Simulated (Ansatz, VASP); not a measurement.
**Te in VASP and in Ansatz**

The input INCAR:

```
SYSTEM = Te
PREC = Accurate
ENCUT = 520
EDIFF = 1E-6
ISMEAR = -1
SIGMA = 0.05
LREAL = .FALSE.
LASPH = .TRUE.
NELM = 100
ALGO = Normal
ISIF = 2
LWAVE = .FALSE.
LCHARG = .FALSE.
GGA = PS
NBANDS = 16
```

File KPOINTS:

```
Automatic mesh
0
G
  7 7 5
  0 0 0
```

POSCAR

```
Te
1.0
    3.7423024554     -2.1043494257      0.0000000000
    3.7423024554      2.1043494257      0.0000000000
   -0.0923660238      0.0000000000      5.8540953882
Te
3
Direct
    0.0000000000      0.0000000000      0.0000000000
    0.3094466100      0.3094466100      0.3388094900
    0.6905533900      0.6905533900      0.6611905100
```

Contents of input.yaml:

```yaml
crystal:
  lattice:
    - [3.7423024554, -2.1043494257, 0.0]
    - [3.7423024554, 2.1043494257, 0.0]
    - [-0.0923660238, 0.0, 5.8540953882]
  atoms:
    - { symbol: Te, position: [0.0, 0.0, 0.0] }
    - { symbol: Te, position: [0.30944661, 0.30944661, 0.33880949] }
    - { symbol: Te, position: [0.69055339, 0.69055339, 0.66119051] }
kpoints:
  mp_grid: { grid: [7, 7, 5] }
scf:
  occupations: { method: fermi_dirac, width: 0.05 }
hamiltonian:
  xc: pbesol
  pseudopotentials: { kind: all_electron, lapw: { basis_error: 0.001 } }
output:
  forces: true
  stress: true
  eigenvalues: true
```

Change from the starting cell: volume scaled by 0.94.

Alike in both runs: task single point; functional PBEsol; k mesh 7 × 7 × 5; occupations fermi-dirac, width 0.05 eV; no spin polarisation.

|  | VASP | Ansatz |
| --- | --- | --- |
| version | VASP 6.6.1 | Ansatz 0.2.0 |
| potentials or method | VASP PAW PBE potentials, release 64 (Te), cutoff 520 eV | all-electron LAPW, scalar-relativistic |

|  | VASP | Ansatz | Ansatz less VASP |
| --- | --- | --- | --- |
| gap on the k mesh at the Fermi level (eV) | none | none | - |
| pressure (GPa) | 1.6 | 1.5 | -0.05 |
| traceless stress, the component that is largest in VASP (GPa) | 0.51 | 0.49 | -0.021 |
| rms of the force components (eV/Å) | 0.135 | 0.127 | -0.0079 |

VASP's potentials were made for PBE, not for PBEsol. Atom by atom the forces differ by 0.008 eV/Å (rms over components). A gap of «none» marks a metal or a gap that the smearing closes. Ansatz ran all-electron here, and VASP with PAW potentials.

Neither program's run includes spin-orbit coupling.
